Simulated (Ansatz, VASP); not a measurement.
# Two plane-wave programs on MgS

```xyz
2
Lattice="0.0000 2.7969 2.7969 2.7969 0.0000 2.7969 2.7969 2.7969 0.0000" Properties=species:S:1:pos:R:3 pbc="T T T"
Mg    0.0000    0.0000    0.0000
S     1.3985    1.3985    1.3985
```

Alike in both runs: functional LDA; k mesh 8 × 8 × 8; occupations gaussian, width 0.02 eV; no spin polarisation.

Ansatz relaxed the structure, and its values are those at the end. VASP's run is a single point on that final structure, the one shown.

|  | VASP | Ansatz |
| --- | --- | --- |
| version | VASP 6.6.1 | Ansatz 0.2.0 |
| potentials or method | VASP PAW LDA potentials, release 64 (Mg, S), cutoff 600 eV | scalar-relativistic, plane waves, PAW |
| valence electrons in the cell | 8 | 16 |

Ansatz gave:

| Item | Value |
| --- | --- |
| gap on the k mesh at the Fermi level (eV) | 3.36 |
| least direct gap on the mesh (eV) | 3.36 |
| pressure (GPa) | 0.0 |

Problem. Estimate VASP's values.

Solution. gap on the k mesh at the Fermi level (eV): 3.38; least direct gap on the mesh (eV): 3.38; pressure (GPa): -0.3.

Ansatz warns that its potentials were made for another functional, while VASP's fit it. LDA's correlation is that of Perdew and Zunger in VASP and of Perdew and Wang (1992) in Ansatz. VASP's potentials hold 8 valence electrons a cell and Ansatz's 16, so a difference there can come from the potentials and not from the codes.
